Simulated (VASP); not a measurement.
BaTiO3: single point with PBE

The system is BaTiO3.

```
Ba Ti O
1.0
     4.00600    0.00000    0.00000
     0.00000    4.00600    0.00000
     0.00000    0.00000    4.00600
Ba Ti O
1 1 3
Direct
  0.50000 0.50000 0.50000
  0.00000 0.00000 0.00000
  0.50000 0.00000 0.00000
  0.00000 0.50000 0.00000
  0.00000 0.00000 0.50000
```

| Quantity | Value |
| --- | --- |
| Program | VASP 6.6.1 |
| Task | single point |
| Functional | PBE |
| Potentials or basis | VASP PAW PBE potentials, release 64 (Ba_sv, Ti_sv, O) |
| Cutoff | 520 eV |
| k mesh | 4 × 4 × 4 |
| Occupations | fermi-dirac, width 0.01 eV |
| Spin | no spin polarisation |

| Item | Value |
| --- | --- |
| Pressure | 3.5 GPa |
| Band gap on the k mesh | 1.72 eV, indirect (least direct gap 1.87 eV) |

Levels at points of the mesh, in eV from the valence-band top:
```
           k point  band 17  band 18  band 19  band 20  band 21  band 22  band 23  band 24
(0.00, 0.00, 0.00)    -1.09    -0.15    -0.15    -0.15     1.72     1.72     1.72     3.87
(0.50, 0.00, 0.00)    -1.83    -1.83    -0.72    -0.72     1.88     3.46     3.46     3.87
(0.50, 0.50, 0.00)    -1.72    -0.87    -0.87    -0.09     3.46     3.46     3.87     4.72
(0.50, 0.50, 0.50)    -2.41     0.00     0.00     0.00     4.12     4.12     4.12     6.71
```

It took 14 s on 1 thread of Intel(R) Xeon(R) Platinum 8488C (Sapphire Rapids), on a shared host, peak memory 0.17 GiB.

Caveat: spin-orbit coupling is left out, which moves the levels of the heavy elements. A k mesh can miss the band edges.
